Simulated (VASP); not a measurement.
Here is a VASP 6.6.1 calculation.

File INCAR:

```
ALGO     = Normal         # electronic algorithm
EDIFF    = 1E-6           # SCF threshold, eV
EDIFFG   = -0.04          # ionic threshold
ENCUT    = 600            # plane-wave cutoff, eV
GGA      = PE             # functional
IBRION   = 2              # ionic algorithm
ISIF     = 3              # what is computed and relaxed
ISMEAR   = 0              # smearing method
LASPH    = T              # aspherical terms in the spheres
LCHARG   = F              # write CHGCAR
LREAL    = F              # projectors in reciprocal space
LWAVE    = F              # write WAVECAR
NELM     = 80             # most SCF steps
NSW      = 90             # ionic steps
PREC     = Accurate       # precision mode
SIGMA    = 0.1            # smearing width, eV
```

KPOINTS

```
k-points
0
Gamma
  4 4 4
```

The input POSCAR:

```
Be4Os
1.0
    2.2466258100     -4.1396741600      0.0000000000
    2.2466258100      4.1396741600      0.0000000000
    0.0000000000      0.0000000000      4.5439400900
Be Os
8 2
Direct
    0.4665390300      0.2045448700      0.8327423300
    0.5334609700      0.7954551300      0.8327423300
    0.9665390300      0.7045448700      0.6672576700
    0.7954551300      0.5334609700      0.1672576700
    0.7045448700      0.9665390300      0.3327423300
    0.2045448700      0.4665390300      0.1672576700
    0.2954551300      0.0334609700      0.3327423300
    0.0334609700      0.2954551300      0.6672576700
    0.0000000000      0.0000000000      0.0000000000
    0.5000000000      0.5000000000      0.5000000000
```

Potentials or basis: VASP PAW PBE potentials, release 64 (Be, Os).

Command:

```console
$ cat potpaw_PBE.64/Be/POTCAR potpaw_PBE.64/Os/POTCAR > POTCAR
$ mpirun -np 1 vasp_std > vasp.out
```

(1) What does it give for the band gap on the k mesh?

(2) Predict the relaxed cell.

(3) Estimate the space group after relaxing (to 0.05 Å).

## Answers

(1) zero (band 16 reaches 8.81 eV, above the bottom of band 17 at 6.24 eV).

(2) a = 4.020 Å, b = 4.020 Å, c = 7.171 Å, α = 90.00°, β = 90.00°, γ = 126.70°.

(3) I4/mmm (No. 139).

Caveat: the k points lie up to 0.49 Å⁻¹ apart in the final cell; spin-orbit coupling is left out, which moves the levels of the heavy elements.
